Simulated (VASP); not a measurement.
# Ga (C2/c) in VASP: settings compared, part 2 of 3

VASP 6.6.1. Earlier steps stand in the parts before.

**4. Relaxation of cell and atoms, PBEsol, target pressure 10 GPa, at which the enthalpy is minimised**

INCAR reads:

```
SYSTEM = Ga
PREC = Accurate ; ENCUT = 600
EDIFF = 1E-7 ; ISMEAR = -1
SIGMA = 0.05 ; LREAL = .FALSE.
LASPH = .TRUE. ; NELM = 60
ALGO = Fast ; ISIF = 3
LWAVE = .FALSE. ; LCHARG = .FALSE.
GGA = PS ; IBRION = 2
NSW = 60 ; EDIFFG = -0.01
PSTRESS = 100.0
```

KPOINTS reads:

```
Automatic mesh
0
G
  10 10 8
  0 0 0
```

POSCAR reads:

```
Ga
1.0
    1.3830000000     -4.0265000000      0.0000000000
    1.3830000000      4.0265000000      0.0000000000
   -0.1174474948      0.0000000000      3.3299294416
Ga
2
Direct
    0.1310000000      0.8690000000      0.7500000000
    0.8690000000      0.1310000000      0.2500000000
```

Command:

```sh
> cat potpaw_PBE.64/Ga_d/POTCAR > POTCAR
> mpirun -np 1 vasp_std > vasp.out
```

Wall time 15 min (1 thread of Intel Xeon 6975P-C (Granite Rapids), shared host); peak memory 0.32 GiB.

The run converged. Its results:

```yaml
Free_energy: -6.5862 eV
Relaxed_volume: 15.89 Å³/atom
Relaxed_cell: a = 4.128 Å, b = 4.128 Å, c = 3.032 Å, α = 90.41°, β = 90.41°, γ = 142.05°
Space_group_after_relaxing_to_0.1_Å: C2/c (No. 15)
Energy_change_on_relaxing_the_run_minimises_the_enthalpy: +44.0 meV/atom
Ionic_steps: 16
Pressure_after_relaxing: 10.0 GPa
Band_gap_on_the_k_mesh: zero (bands 13 and 14 overlap by 10.31 eV)
```

Stress tensor (GPa, compression positive):
```
 9.98  0.00 -0.08
 0.00  9.91  0.00
-0.08  0.00 10.05
```

Step by step:
| step | energy change (eV) | largest force (eV/Å) | pressure (GPa) | volume (Å³) |
| --- | --- | --- | --- | --- |
| 1 | 0.0000 | 0.1970 | -1.91 | 37.09 |
| 2 | 0.2351 | 0.1606 | 16.86 | 30.17 |
| 3 | 0.1014 | 0.1786 | 10.06 | 31.81 |
| 4 | 0.1077 | 0.1765 | 10.47 | 31.71 |
| 5 | 0.1032 | 0.0751 | 10.48 | 31.68 |
| 6 | 0.1013 | 0.0923 | 10.58 | 31.64 |
| 7 | 0.1020 | 0.1663 | 10.63 | 31.62 |
| 8 | 0.0836 | 0.1022 | 9.74 | 31.86 |
| 9 | 0.0811 | 0.0912 | 9.58 | 31.90 |
| 10 | 0.0906 | 0.0364 | 10.10 | 31.73 |
| 11 | 0.0929 | 0.0232 | 10.24 | 31.70 |
| 12 | 0.0894 | 0.0007 | 10.07 | 31.75 |
| 13 | 0.0883 | 0.0087 | 10.05 | 31.77 |
| 14 | 0.0864 | 0.0225 | 9.87 | 31.80 |
| 15 | 0.0879 | 0.0082 | 9.99 | 31.77 |
| 16 | 0.0879 | 0.0001 | 9.98 | 31.77 |

Final structure:
```cif
data_structure
_symmetry_space_group_name_H-M 'P 1'
_symmetry_Int_Tables_number 1
_cell_length_a 4.1283
_cell_length_b 4.1283
_cell_length_c 3.0321
_cell_angle_alpha 90.412
_cell_angle_beta 90.412
_cell_angle_gamma 142.049
_cell_volume 31.77
loop_
_atom_site_label
_atom_site_type_symbol
_atom_site_fract_x
_atom_site_fract_y
_atom_site_fract_z
_atom_site_occupancy
Ga1 Ga 0.13412 0.86588 0.75000 1
Ga2 Ga 0.86588 0.13412 0.25000 1
```

Levels at points of the mesh, in eV from the Fermi level:
```csv
k point,band 11,band 12,band 13,band 14,band 15,band 16
"(0.00, 0.00, 0.00)",-12.72,-3.08,-1.68,2.73,6.72,9.48
"(0.50, 0.00, 0.00)",-6.95,-6.21,-2.27,-0.29,7.08,7.64
"(0.50, 0.50, 0.00)",-10.56,-9.68,5.14,6.19,7.25,7.69
"(0.00, 0.00, 0.50)",-8.43,-8.43,1.53,1.53,2.50,2.50
"(0.50, 0.00, 0.50)",-3.25,-3.05,-1.90,-1.60,1.70,2.09
"(0.50, 0.50, 0.50)",-6.27,-6.27,-5.17,-5.17,11.54,11.54
```

Caveat: the cell is relaxed towards a set pressure, so the run minimises the enthalpy, not the energy; the PAW data sets were made with another functional, which shifts forces and pressure a little.

**5. Relaxation of cell and atoms, PBEsol, target pressure 20 GPa, at which the enthalpy is minimised**

INCAR reads:

```
PREC = Accurate
ENCUT = 600
EDIFF = 1E-6
ISMEAR = -1
SIGMA = 0.05
LREAL = F
LASPH = T
NELM = 60
ALGO = Fast
ISIF = 3
LWAVE = F
LCHARG = F
GGA = PS
IBRION = 2
NSW = 60
EDIFFG = -0.01
PSTRESS = 200.0
```

KPOINTS reads:

```
regular mesh
0
Gamma
  10 10 8
```

POSCAR is that of step 4.

Command:

```sh
> cat potpaw_PBE.64/Ga_d/POTCAR > POTCAR
> mpirun -np 1 vasp_std > vasp.out
```

Wall time 26 min (1 thread of Intel Xeon 6975P-C (Granite Rapids), shared host); peak memory 0.32 GiB.

It converged, with:

| Property | Result |
| --- | --- |
| Free energy | -6.3648 eV |
| Relaxed volume | 14.67 Å³/atom |
| Relaxed cell | a = 4.051 Å, b = 4.051 Å, c = 2.938 Å, α = 90.03°, β = 90.03°, γ = 142.50° |
| Space group after relaxing (to 0.1 Å) | Cmcm (No. 63) |
| Energy change on relaxing (the run minimises the enthalpy) | +154.7 meV/atom |
| Ionic steps | 24 |
| Pressure after relaxing | 20.0 GPa |
| Band gap on the k mesh | zero (bands 13 and 14 overlap by 11.09 eV) |

Forces in eV/Å, atoms in the order of the input:
```
Ga   0.000 -0.003  0.000
Ga   0.000  0.003  0.000
```

The path:
| step | energy change (eV) | largest force (eV/Å) | pressure (GPa) | volume (Å³) |
| --- | --- | --- | --- | --- |
| 1 | 0.0000 | 0.1979 | -1.88 | 37.09 |
| 2 | 1.2661 | 0.2188 | 53.55 | 25.09 |
| 3 | 0.3010 | 0.2285 | 19.94 | 29.61 |
| 4 | 0.3180 | 0.2250 | 20.03 | 29.47 |
| 5 | 0.3358 | 0.2244 | 20.88 | 29.33 |
| 6 | 0.3314 | 0.0504 | 20.89 | 29.29 |
| 7 | 0.3325 | 0.1263 | 21.02 | 29.24 |
| 8 | 0.3483 | 0.4395 | 21.29 | 29.13 |
| 9 | 0.3352 | 0.2226 | 21.15 | 29.21 |
| 10 | 0.2871 | 0.1043 | 19.24 | 29.54 |
| 11 | 0.2820 | 0.0910 | 18.98 | 29.58 |
| 12 | 0.3108 | 0.0057 | 20.11 | 29.34 |
| 13 | 0.3087 | 0.0177 | 20.02 | 29.36 |
| 14 | 0.3098 | 0.0111 | 20.03 | 29.35 |
| 15 | 0.3108 | 0.0100 | 20.09 | 29.34 |
| 16 | 0.3070 | 0.0010 | 19.95 | 29.37 |
| 17 | 0.3042 | 0.0106 | 19.66 | 29.39 |
| 18 | 0.3055 | 0.0017 | 19.89 | 29.38 |
| 19 | 0.3049 | 0.0074 | 19.81 | 29.38 |
| 20 | 0.3071 | 0.0122 | 20.05 | 29.37 |
| 21 | 0.3074 | 0.0113 | 19.89 | 29.36 |
| 22 | 0.3081 | 0.0134 | 19.95 | 29.36 |
| 23 | 0.3093 | 0.0173 | 20.02 | 29.35 |
| 24 | 0.3093 | 0.0028 | 20.02 | 29.35 |

Final structure:
```
Ga
1.0
     1.30190   -3.83575    0.02272
     1.30190    3.83575    0.02272
    -0.05662    0.00000    2.93755
Ga
2
Direct
  0.13378 0.86622 0.75000
  0.86622 0.13378 0.25000
```

Levels at points of the mesh, in eV from the Fermi level:
```tsv
k point	band 11	band 12	band 13	band 14	band 15	band 16
(0.00, 0.00, 0.00)	-13.50	-3.58	-1.77	2.96	7.12	10.15
(0.50, 0.00, 0.00)	-7.18	-6.67	-2.58	-0.31	7.43	8.28
(0.50, 0.50, 0.00)	-11.23	-10.33	5.50	6.59	7.76	8.26
(0.00, 0.00, 0.50)	-8.87	-8.87	1.42	1.42	2.48	2.48
(0.50, 0.00, 0.50)	-3.31	-3.28	-1.71	-1.68	1.88	1.91
(0.50, 0.50, 0.50)	-6.54	-6.54	-5.59	-5.59	12.50	12.50
```

Caveat: the cell is relaxed towards a set pressure, so the run minimises the enthalpy, not the energy; the volume moved by over 15 % at a fixed basis, so the end points are rough; the PAW data sets were made with another functional, which shifts forces and pressure a little.

**6. Relaxation of cell and atoms, PBEsol, target pressure 30 GPa, at which the enthalpy is minimised**

INCAR reads:

```
PREC = Accurate
ENCUT = 600
EDIFF = 1E-7
ISMEAR = -1
SIGMA = 0.05
LREAL = F
LASPH = T
NELM = 100
ALGO = Fast
ISIF = 3
LWAVE = F
LCHARG = F
GGA = PS
IBRION = 2
NSW = 60
EDIFFG = -0.01
PSTRESS = 300.0
```

KPOINTS is that of step 5.

POSCAR is that of step 5.

Potentials or basis: VASP PAW PBE potentials, release 64 (Ga_d).

Command:

```sh
> cat potpaw_PBE.64/Ga_d/POTCAR > POTCAR
> mpirun -np 1 vasp_std > vasp.out
```

OUTCAR:

```text
PREC = Accurate
   ENCUT = 600
   EDIFF = 1E-7
   ISMEAR = -1
   LREAL = F
   LASPH = T
   NELM = 100
   ISIF = 3
   GGA = PS
   IBRION = 2
   NSW = 60
   EDIFFG = -0.01
   PSTRESS = 300.0

 ion  position               nearest neighbor table
   1  0.131  0.869  0.750-   2 2.69   2 2.69   2 2.86   2 2.86   2 2.92   2 2.92
   2  0.869  0.131  0.250-   1 2.69   1 2.69   1 2.86   1 2.86   1 2.92   1 2.92

  LATTYP: Found a base centered monoclinic cell.
 ALAT       =     2.7660000000
 B/A-ratio  =     2.9114244396
 C/A-ratio  =     1.2046276211
 COS(beta)  =    -0.0352483478

  Lattice vectors:

 A1 = (   1.3830000000,  -4.0265000000,   0.0000000000)
 A2 = (   1.3830000000,   4.0265000000,   0.0000000000)
 A3 = (  -0.1174474948,   0.0000000000,   3.3299294416)

Analysis of symmetry for initial positions (statically):
=====================================================================
 Subroutine PRICEL returns:
 Original cell was already a primitive cell.

 Routine SETGRP: Setting up the symmetry group for a
 base centered monoclinic supercell.

 Subroutine GETGRP returns: Found  4 space group operations
 (whereof  2 operations were pure point group operations)
 out of a pool of  4 trial point group operations.

The static configuration has the point symmetry S_2 .
[... 218 lines left out ...]
      5     -13.4814      2.00000
      6     -13.4299      2.00000
[... 459 lines left out ...]
      6     -13.4943      2.00000
[... 9 lines left out ...]
     16     155.8929      0.00000
     17     209.3454      0.00000

 [... further k-points ...]

------------------------ aborting loop EDIFF was not reached (unconverged)  ----------------------------

  FORCE on cell =-STRESS in cart. coord.  units (eV):
  Direction    XX          YY          ZZ          XY          YZ          ZX
  --------------------------------------------------------------------------------------
  -------------------------------------------------------------------------------------
  Total       29.3714965     30.5844976     30.0161294      0.0000000      0.0000000     -0.0425029
  in kB     2286.0470261   2380.4575210   2336.2201960      0.0000000      0.0000000     -3.3080945
  external PRESSURE =    2034.2415810 kB  Pullay stress =     300.0000000 kB
[... 59 lines left out ...]
  energy  without entropy=       -6.0566088828  energy(sigma->0) =       -6.05909720

  enthalpy is  TOTEN    =         0.0961669936 eV   P V=        6.1577525083

[... ionic steps 4 to 20 ...]

--------------------------------------- Ionic step       21  -------------------------------------------

 number of electron      26.0000005 magnetization

------------------------ aborting loop because EDIFF is reached ----------------------------------------
[... 71 lines left out ...]
--------------------------------------- Ionic step       23  -------------------------------------------

 number of electron      26.0000005 magnetization

 Free energy of the ion-electron system (eV)
  ---------------------------------------------------
  ext. energy  EPLUGINS =         0.00000000
  ---------------------------------------------------
  free energy    TOTEN  =        -6.10214556 eV

  energy without entropy =       -6.09798256  energy(sigma->0) =       -6.10006406

 E-fermi :   8.9459     XC(G=0): -12.7732

 val. band max:        8.9295108914   @ k =  -0.4000   0.2000   0.3750
 cond. band min:       8.9729268031   @ k =  -0.4000  -0.4000   0.2500
 fundamental gap:      0.0434159117
 Fermi energy:         8.9459348239

 k-point     1 :       0.0000    0.0000    0.0000
  band No.  band energies     occupation
      1      -7.0965      2.00000
      2      -6.9642      2.00000
      3      -6.9602      2.00000
      4      -6.9092      2.00000
      5      -6.4334      2.00000
      6      -6.3755      2.00000
[... 504 lines left out ...]
  energy  without entropy=       -6.0979825608  energy(sigma->0) =       -6.10006406

  enthalpy is  TOTEN    =        -0.9246068002 eV   P V=        5.1775387602

 reached required accuracy - stopping structural energy minimisation
```

OSZICAR:

```text
N       E                     dE             d eps       ncg     rms          rms(c)
DAV:   1     0.115223533978E+03    0.11522E+03   -0.15078E+04  7902   0.316E+03
DAV:   2     0.545526522814E+00   -0.11468E+03   -0.11333E+03  8193   0.384E+02
DAV:   3    -0.666798204485E+01   -0.72135E+01   -0.71619E+01  8809   0.928E+01
DAV:   4    -0.676233731575E+01   -0.94355E-01   -0.94241E-01  9504   0.111E+01
[... 495 lines left out ...]
DAV:   1    -0.610235656598E+01    0.42637E-03   -0.43777E-03  9271   0.636E-01    0.939E-02
RMM:   2    -0.610221952759E+01    0.13704E-03   -0.16064E-04  8922   0.185E-01    0.556E-02
RMM:   3    -0.610214481765E+01    0.74710E-04   -0.68382E-05  9568   0.801E-02    0.403E-03
RMM:   4    -0.610214551977E+01   -0.70212E-06   -0.93178E-06 10340   0.326E-02    0.207E-03
RMM:   5    -0.610214556039E+01   -0.40625E-07   -0.96960E-07  7229   0.101E-02
  23 F= -.92460680E+00 E0= -.92252530E+00  d E =-.245753E-04
```

CONTCAR:

```text
Ga
   1.00000000000000
     1.2755862585298268   -3.7807048206508642    0.0228280254505224
     1.2755862585298268    3.7807048206508642    0.0228280254505224
    -0.0541939446280408    0.0000000000000000    2.8658479088144739
  Ga
     2
Direct
     0.1335711924956174    0.8664288075043826    0.7500000000000000
     0.8664288075043826    0.1335711924956174    0.2500000000000000

  0.00000000E+00  0.00000000E+00  0.00000000E+00
  0.00000000E+00  0.00000000E+00  0.00000000E+00
```

Wall time 43 min (1 thread of Intel Xeon 6975P-C (Granite Rapids), shared host); peak memory 0.36 GiB.

What came out:

```yaml
Free_energy: -6.1021 eV
Relaxed_volume: 13.83 Å³/atom
Relaxed_cell: a = 3.990 Å, b = 3.990 Å, c = 2.866 Å, α = 90.02°, β = 90.02°, γ = 142.71°
Space_group_after_relaxing_to_0.1_Å: Cmcm (No. 63)
Energy_change_on_relaxing_the_run_minimises_the_enthalpy: +286.0 meV/atom
Ionic_steps: 23
Pressure_after_relaxing: 30.0 GPa
Band_gap_on_the_k_mesh: zero (bands 13 and 14 overlap by 11.70 eV)
```

The path:
| step | energy change (eV) | largest force (eV/Å) | pressure (GPa) | volume (Å³) |
| --- | --- | --- | --- | --- |
| 1 | 0.0000 | 0.1970 | -1.91 | 37.09 |
| 2 | 70.7430 | 0.4934 | 233.42 | 20.59 |
| 3 | 0.6125 | 0.2160 | 7.19 | 32.89 |
| 4 | 0.4897 | 0.2561 | 14.35 | 30.76 |
| 5 | 0.6309 | 0.2941 | 31.96 | 27.53 |
| 6 | 0.5733 | 0.2909 | 29.96 | 27.83 |
| 7 | 0.5668 | 0.0288 | 30.10 | 27.79 |
| 8 | 0.5690 | 0.2186 | 30.15 | 27.74 |
| 9 | 0.5967 | 0.6822 | 30.64 | 27.64 |
| 10 | 0.5716 | 0.3063 | 30.13 | 27.72 |
| 11 | 0.5621 | 0.1987 | 29.84 | 27.73 |
| 12 | 0.5613 | 0.1677 | 29.76 | 27.72 |
| 13 | 0.5614 | 0.1646 | 29.74 | 27.72 |
| 14 | 0.5713 | 0.0716 | 30.11 | 27.66 |
| 15 | 0.5800 | 0.0009 | 30.41 | 27.61 |
| 16 | 0.5816 | 0.0111 | 30.45 | 27.60 |
| 17 | 0.5598 | 0.0075 | 29.57 | 27.72 |
| 18 | 0.5681 | 0.0074 | 29.92 | 27.67 |
| 19 | 0.5677 | 0.0085 | 29.89 | 27.67 |
| 20 | 0.5699 | 0.0024 | 29.95 | 27.66 |
| 21 | 0.5719 | 0.0114 | 30.01 | 27.65 |
| 22 | 0.5713 | 0.0074 | 30.01 | 27.65 |
| 23 | 0.5720 | 0.0004 | 30.04 | 27.65 |

Final structure:
```
Ga
1.0
     1.27559   -3.78070    0.02283
     1.27559    3.78070    0.02283
    -0.05419    0.00000    2.86585
Ga
2
Direct
  0.13357 0.86643 0.75000
  0.86643 0.13357 0.25000
```

Levels at points of the mesh, in eV from the Fermi level:
| k point | band 11 | band 12 | band 13 | band 14 | band 15 | band 16 |
| --- | --- | --- | --- | --- | --- | --- |
| (0.00, 0.00, 0.00) | -14.09 | -3.92 | -1.79 | 3.21 | 7.53 | 10.61 |
| (0.50, 0.00, 0.00) | -7.36 | -7.03 | -2.81 | -0.31 | 7.68 | 8.86 |
| (0.50, 0.50, 0.00) | -11.73 | -10.81 | 5.87 | 6.99 | 8.10 | 8.78 |
| (0.00, 0.00, 0.50) | -9.18 | -9.18 | 1.39 | 1.39 | 2.54 | 2.54 |
| (0.50, 0.00, 0.50) | -3.44 | -3.42 | -1.61 | -1.59 | 1.92 | 1.94 |
| (0.50, 0.50, 0.50) | -6.75 | -6.75 | -5.83 | -5.83 | 13.16 | 13.16 |

Caveat: the cell is relaxed towards a set pressure, so the run minimises the enthalpy, not the energy; the volume moved by over 15 % at a fixed basis, so the end points are rough; the PAW data sets were made with another functional, which shifts forces and pressure a little.

(Part 2 of 3 ends here.)

The gap in the log of VASP goes by the Fermi energy; the results here count the filled bands.